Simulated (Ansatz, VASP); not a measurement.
Pb in VASP and in Ansatz

```
Pb
1.0
    -2.00197    2.00197    2.00197
     2.00197   -2.00197    2.00197
     2.00197    2.00197   -2.00197
Pb
1
Direct
  0.00000 0.00000 0.00000
```

Alike in both runs: functional PBE; k mesh 15 × 15 × 15; occupations fermi-dirac, width 0.05 eV; non-collinear spin, spin-orbit coupling.

Ansatz relaxed the structure, and its values are those at the end. VASP's run is a single point on that final structure, the one shown.

```csv
,VASP,Ansatz
version,VASP 6.6.1,Ansatz 0.2.0
potentials or method,"VASP PAW PBE potentials, release 64 (Pb_d)","PAW with Ansatz's default frozen-core files, fully relativistic files with spin-orbit coupling"
plane-wave cutoff (eV),520,420
valence electrons in the cell,14,14
```

```tsv
	VASP	Ansatz	Ansatz less VASP
pressure (GPa)	0.0	0.0	+0.02
net moment per atom (μB)	0.00	0.00	0.000
```
